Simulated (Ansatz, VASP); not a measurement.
**NaCl: VASP beside Ansatz**

File INCAR:

```
SYSTEM = NaCl
  PREC = Accurate
  ENCUT = 520
  EDIFF = 1E-6
  ISMEAR = 0
  SIGMA = 0.05
  LREAL = .FALSE.
  LASPH = .TRUE.
  NELM = 80
  ALGO = Normal
  ISIF = 2
  LWAVE = .FALSE.
  LCHARG = .FALSE.
  GGA = PE
  NBANDS = 14
```

KPOINTS

```
Automatic mesh
0
G
  8 8 8
  0 0 0
```

File POSCAR:

```
NaCl
1.0
    0.0000000000      2.8317500000      2.9450200000
    2.8317500000      0.0000000000      2.9450200000
    2.8317500000      2.8317500000      0.0000000000
Na Cl
1 1
Direct
    0.0000000000      0.0000000000      0.0000000000
    0.5000000000      0.5000000000      0.5000000000
```

Input for Ansatz:

```yaml
crystal:
  lattice:
    - [0.0, 2.83175, 2.94502]
    - [2.83175, 0.0, 2.94502]
    - [2.83175, 2.83175, 0.0]
  atoms:
    - { symbol: Na, position: [0.0, 0.0, 0.0] }
    - { symbol: Cl, position: [0.5, 0.5, 0.5] }
basis:
  ecutwfc: 420
kpoints:
  mp_grid: { grid: [8, 8, 8] }
hamiltonian:
  xc: pbe
scf:
  occupations: { method: gaussian, width: 0.05 }
output:
  forces: true
  stress: true
  eigenvalues: true
```

Change from the starting cell: strain +0.000 along x and y, +0.040 along z, atoms carried along.

Alike in both runs: task single point; functional PBE; k mesh 8 × 8 × 8; occupations gaussian, width 0.05 eV; no spin polarisation.

|  | VASP | Ansatz |
| --- | --- | --- |
| version | VASP 6.6.1 | Ansatz 0.2.0 |
| potentials or method | VASP PAW PBE potentials, release 64 (Na_pv, Cl), cutoff 520 eV | scalar-relativistic, plane waves, PAW |
| valence electrons in the cell | 14 | 16 |

Ansatz gave:

| Property | Result |
| --- | --- |
| gap on the k mesh at the Fermi level (eV) | 4.90 |
| least direct gap on the mesh (eV) | 4.90 |
| pressure (GPa) | -0.4 |
| traceless stress, the component that is largest in VASP (GPa) | -0.75 |

What did VASP give for the same quantities?

gap on the k mesh at the Fermi level (eV): 4.90; least direct gap on the mesh (eV): 4.90; pressure (GPa): -0.4; traceless stress, the component that is largest in VASP (GPa): -0.76.

VASP's potentials hold 14 valence electrons a cell and Ansatz's 16, so a difference there can come from the potentials and not from the codes.
